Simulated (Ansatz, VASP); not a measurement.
**Two plane-wave programs on Mg2Si3N3**

INCAR

```
SYSTEM = Mg2Si3N3
PREC = Accurate
ENCUT = 600
EDIFF = 1E-6
ISMEAR = 0
SIGMA = 0.2
LREAL = .False.
LASPH = .True.
NELM = 120
ALGO = Normal
ISIF = 2
LWAVE = .False.
LCHARG = .False.
GGA = PE
NBANDS = 26
GGA_COMPAT = .False.
```

File KPOINTS:

```
regular mesh
0
Gamma
  6 6 4
  0 0 0
```

File POSCAR:

```
Mg2Si3N3
1.0
    2.9144210152     -3.3510489127     -0.0008669642
    2.9144210152      3.3510489127     -0.0008669642
   -1.5719131974      0.0000000000      5.7384645283
Mg Si N
2 3 3
Direct
    0.1597203538      0.1597203538      0.3708673235
    0.6490105700      0.6490105700      0.2674119805
    0.7514946818      0.2884838115      0.7209964395
    0.2056589035      0.2056589035      0.9599301618
    0.2884838115      0.7514946818      0.7209964395
    0.4972020949      0.4972020949      0.8673697601
    0.4974085755      0.9498507671      0.5461945728
    0.9498507671      0.4974085755      0.5461945728
```

Input for Ansatz:

```yaml
crystal:
  lattice:
    - [2.9144210152, -3.3510489127, -0.0008669642]
    - [2.9144210152, 3.3510489127, -0.0008669642]
    - [-1.5719131974, 0.0, 5.7384645283]
  atoms:
    - { symbol: Mg, position: [0.1597203538, 0.1597203538, 0.3708673235] }
    - { symbol: Mg, position: [0.64901057, 0.64901057, 0.2674119805] }
    - { symbol: Si, position: [0.7514946818, 0.2884838115, 0.7209964395] }
    - { symbol: Si, position: [0.2056589035, 0.2056589035, 0.9599301618] }
    - { symbol: Si, position: [0.2884838115, 0.7514946818, 0.7209964395] }
    - { symbol: "N", position: [0.4972020949, 0.4972020949, 0.8673697601] }
    - { symbol: "N", position: [0.4974085755, 0.9498507671, 0.5461945728] }
    - { symbol: "N", position: [0.9498507671, 0.4974085755, 0.5461945728] }
basis:
  ecutwfc: 420
kpoints:
  mp_grid: { grid: [6, 6, 4] }
hamiltonian:
  xc: pbe
scf:
  occupations: { method: gaussian, width: 0.2 }
  lower_state_search: "off"
output:
  forces: true
  stress: true
  eigenvalues: true
```

Alike in both runs: task single point; functional PBE; k mesh 6 × 6 × 4; occupations gaussian, width 0.2 eV; no spin polarisation.

```csv
,VASP,Ansatz
version,VASP 6.6.1,Ansatz 0.2.0
potentials or method,"VASP PAW PBE potentials, release 64 (Mg, Si, N), cutoff 600 eV","scalar-relativistic, plane waves, PAW"
valence electrons in the cell,31,47
```

|  | VASP | Ansatz | Ansatz less VASP |
| --- | --- | --- | --- |
| gap on the k mesh at the Fermi level (eV) | none | none | - |
| pressure (GPa) | -0.2 | 0.0 | +0.24 |
| traceless stress, the component that is largest in VASP (GPa) | -0.07 | -0.02 | +0.045 |
| rms of the force components (eV/Å) | 0.010 | 0.007 | -0.0031 |

Atom by atom the forces differ by 0.004 eV/Å (rms over components). A gap of «none» marks a metal or a gap that the smearing closes. VASP's potentials hold 31 valence electrons a cell and Ansatz's 47, so a difference there can come from the potentials and not from the codes.
